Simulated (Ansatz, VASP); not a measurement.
## Ga2O3: VASP beside Ansatz

Contents of INCAR:

```
  PREC = Accurate
  ENCUT = 520
  EDIFF = 1E-6
  ISMEAR = 0
  SIGMA = 0.05
  LREAL = False
  LASPH = True
  NELM = 80
  ALGO = Normal
  ISIF = 2
  LWAVE = False
  LCHARG = False
  GGA = PE
  NBANDS = 55
```

File KPOINTS:

```
Automatic mesh
0
Gamma
  6 6 6
```

Contents of POSCAR:

```
Ga2O3
1.0
    2.4022883282      1.3869618130      4.3139834531
   -2.4022883282      1.3869618130      4.3139834531
    0.0000000000     -2.7739236259      4.3139834531
Ga O
4 6
Direct
    0.3558687539      0.3558687539      0.3558687539
    0.1441312461      0.1441312461      0.1441312461
    0.6441312461      0.6441312461      0.6441312461
    0.8558687539      0.8558687539      0.8558687539
    0.5531733332      0.9468266668      0.2500000000
    0.2500000000      0.5531733332      0.9468266668
    0.9468266668      0.2500000000      0.5531733332
    0.4468266668      0.0531733332      0.7500000000
    0.7500000000      0.4468266668      0.0531733332
    0.0531733332      0.7500000000      0.4468266668
```

Input for Ansatz:

```yaml
crystal:
  lattice:
    - [2.4022883282, 1.386961813, 4.3139834531]
    - [-2.4022883282, 1.386961813, 4.3139834531]
    - [0.0, -2.7739236259, 4.3139834531]
  atoms:
    - { symbol: Ga, position: [0.3558687539, 0.3558687539, 0.3558687539] }
    - { symbol: Ga, position: [0.1441312461, 0.1441312461, 0.1441312461] }
    - { symbol: Ga, position: [0.6441312461, 0.6441312461, 0.6441312461] }
    - { symbol: Ga, position: [0.8558687539, 0.8558687539, 0.8558687539] }
    - { symbol: O, position: [0.5531733332, 0.9468266668, 0.25] }
    - { symbol: O, position: [0.25, 0.5531733332, 0.9468266668] }
    - { symbol: O, position: [0.9468266668, 0.25, 0.5531733332] }
    - { symbol: O, position: [0.4468266668, 0.0531733332, 0.75] }
    - { symbol: O, position: [0.75, 0.4468266668, 0.0531733332] }
    - { symbol: O, position: [0.0531733332, 0.75, 0.4468266668] }
basis:
  ecutwfc: 420
kpoints:
  mp_grid: { grid: [6, 6, 6] }
hamiltonian:
  xc: pbe
scf:
  occupations: { method: gaussian, width: 0.05 }
output:
  forces: true
  stress: true
  eigenvalues: true
```

Change from the starting cell: strain -0.050 along x and y, -0.050 along z, atoms carried along.

Alike in both runs: task single point; functional PBE; k mesh 6 × 6 × 6; occupations gaussian, width 0.05 eV; no spin polarisation.

|  | VASP | Ansatz |
| --- | --- | --- |
| version | VASP 6.6.1 | Ansatz 0.2.0 |
| potentials or method | VASP PAW PBE potentials, release 64 (Ga_d, O), cutoff 520 eV | scalar-relativistic, plane waves, PAW |
| valence electrons in the cell | 88 | 88 |

```tsv
	VASP	Ansatz	Ansatz less VASP
gap on the k mesh at the Fermi level (eV)	4.11	4.11	+0.001
least direct gap on the mesh (eV)	4.37	4.37	+0.002
pressure (GPa)	44.9	43.7	-1.27
traceless stress, the component that is largest in VASP (GPa)	-3.70	-3.68	+0.011
rms of the force components (eV/Å)	0.022	0.005	-0.0174
```

Atom by atom the forces differ by 0.021 eV/Å (rms over components). Both programs put the cell under a high pressure, so it lies far from rest at this level.
